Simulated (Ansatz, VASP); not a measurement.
**SiMo3 in VASP and in Ansatz**

```
CELL_PARAMETERS angstrom
5.25051 0.00000 0.00000
0.00000 5.25051 0.00000
0.00000 0.00000 4.47266
ATOMIC_POSITIONS crystal
Si 0.00000 0.00000 0.00000
Si 0.50000 0.50000 0.50000
Mo 0.25000 0.00000 0.50000
Mo 0.50000 0.75000 0.00000
Mo 0.75000 0.00000 0.50000
Mo 0.50000 0.25000 0.00000
Mo 0.00000 0.50000 0.75000
Mo 0.00000 0.50000 0.25000
```

Change from the starting cell: strain +0.080 along x and y, -0.080 along z, atoms carried along.

Alike in both runs: task single point; functional PBEsol; k mesh 8 × 8 × 8; occupations gaussian, width 0.15 eV; no spin polarisation.

|  | VASP | Ansatz |
| --- | --- | --- |
| version | VASP 6.6.1 | Ansatz 0.2.0 |
| potentials or method | VASP PAW PBE potentials, release 64 (Si, Mo_sv), cutoff 520 eV | scalar-relativistic, plane waves, PAW |
| valence electrons in the cell | 92 | 92 |

|  | VASP | Ansatz | Ansatz less VASP |
| --- | --- | --- | --- |
| gap on the k mesh at the Fermi level (eV) | none | none | - |
| pressure (GPa) | -9.3 | -9.9 | -0.57 |
| traceless stress, the component that is largest in VASP (GPa) | 32.69 | 32.20 | -0.491 |
| rms of the force components (eV/Å) | 0.020 | 0.020 | +0.0003 |

VASP's potentials were made for PBE, not for PBEsol. Atom by atom the forces differ by 0.000 eV/Å (rms over components). A gap of «none» marks a metal or a gap that the smearing closes. With one functional, cell and mesh, what is left measures potentials, basis and numerics.
